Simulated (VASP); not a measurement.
Input of a VASP 6.6.1 run:

INCAR

```
SYSTEM = HF
ALGO = Normal ; EDIFF = 1E-7
EDIFFG = -0.01 ; ENCUT = 600
GGA = PS ; IBRION = 2
ISIF = 3 ; ISMEAR = -1
LASPH = .TRUE. ; LCHARG = .FALSE.
LREAL = .FALSE. ; LWAVE = .FALSE.
NELM = 80 ; NSW = 100
PREC = Accurate ; SIGMA = 0.03
```

File KPOINTS:

```
k-points
0
G
  8 8 8
  0 0 0
```

The input POSCAR:

```
HF
1.0
    0.0000000000      2.0430610300      2.0430610300
    2.0430610300      0.0000000000      2.0430610300
    2.0430610300      2.0430610300      0.0000000000
H F
1 1
Direct
    0.0000000000      0.0000000000      0.0000000000
    0.5000000000      0.5000000000      0.5000000000
```

Potentials or basis: VASP PAW PBE potentials, release 64 (H, F).

Run with:

```sh
$ cat potpaw_PBE.64/H/POTCAR potpaw_PBE.64/F/POTCAR > POTCAR
$ mpirun -np 1 vasp_std > vasp.out
```

**Question.** Estimate the band gap on the k mesh.

**Answer.** 3.11 eV, direct.

**Question.** Predict the relaxed cell.

**Answer.** a = 2.431 Å, b = 2.431 Å, c = 2.431 Å, α = 60.00°, β = 60.00°, γ = 60.00°.

**Question.** Predict the space group after relaxing (to 0.05 Å).

**Answer.** Fm-3m (No. 225).

**Question.** Predict the relaxed volume.

**Answer.** 5.08 Å³/atom.

Step by step:
```tsv
step	energy change (eV)	largest force (eV/Å)	pressure (GPa)	volume (Å³)
1	0.0000	0.0000	-27.09	17.06
2	-0.5559	0.0000	-25.21	13.74
3	0.5346	0.0000	184.46	6.42
4	-0.8262	0.0000	-16.86	11.75
5	-0.9109	0.0000	7.54	9.73
6	-0.9205	0.0000	-1.28	10.25
7	-0.9208	0.0000	0.44	10.14
8	-0.9208	0.0000	0.04	10.16
```

Caveat: the volume moved by over 15 % at a fixed basis, so the end points are rough; the PAW data sets were made with another functional, which shifts forces and pressure a little. A k mesh can miss the band edges.
